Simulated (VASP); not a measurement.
## Be2H: single point with PBE

Crystal: Be2H.

```
CELL_PARAMETERS angstrom
2.51469 0.00000 0.00000
-1.25734 2.17778 0.00000
0.00000 0.00000 3.62636
ATOMIC_POSITIONS crystal
Be 0.33333 0.66667 0.73675
Be 0.66667 0.33333 0.26325
H 0.00000 0.00000 0.00000
```

```yaml
Program: VASP 6.6.1
Task: single point
Functional: PBE
Potentials_or_basis: VASP PAW PBE potentials, release 64 (Be, H)
Cutoff: 520 eV
k_mesh: 6 × 6 × 6
Occupations: gaussian, width 0.1 eV
Spin: no spin polarisation
Dipole_correction: no
Further_INCAR_settings: ALGO = Normal; EDIFF = 1e-06; NBANDS = 10
```

```
Pressure      : 0.0 GPa
Largest force : 0.014 eV/Å
```

Forces on the atoms (eV/Å):
```
Be   0.000  0.000  0.014
Be   0.000  0.000 -0.014
H    0.000  0.000  0.000
```

Stress tensor (GPa, compression positive):
```
 0.16  0.00  0.00
 0.00  0.16  0.00
 0.00  0.00 -0.30
```

Levels at points of the mesh, in eV from the Fermi level:
| k point | band 1 | band 2 | band 3 | band 4 | band 5 | band 6 | band 7 |
| --- | --- | --- | --- | --- | --- | --- | --- |
| (0.00, 0.00, 0.00) | -13.34 | -5.33 | 0.24 | 10.86 | 10.86 | 13.01 | 13.14 |
| (0.50, 0.00, 0.00) | -8.68 | -4.61 | 1.85 | 1.96 | 4.72 | 5.31 | 7.78 |
| (0.00, 0.00, 0.50) | -12.37 | -8.82 | 8.71 | 10.53 | 12.23 | 12.23 | 12.66 |
| (0.50, 0.00, 0.50) | -7.79 | -4.48 | -1.59 | -0.99 | 7.77 | 8.06 | 11.17 |

Run time: 3 s on 1 thread of AMD EPYC 9R45 96-Core Processor (Zen 5), on a shared host, peak memory 0.09 GiB.

Caveat: the k points lie up to 0.48 Å⁻¹ apart.
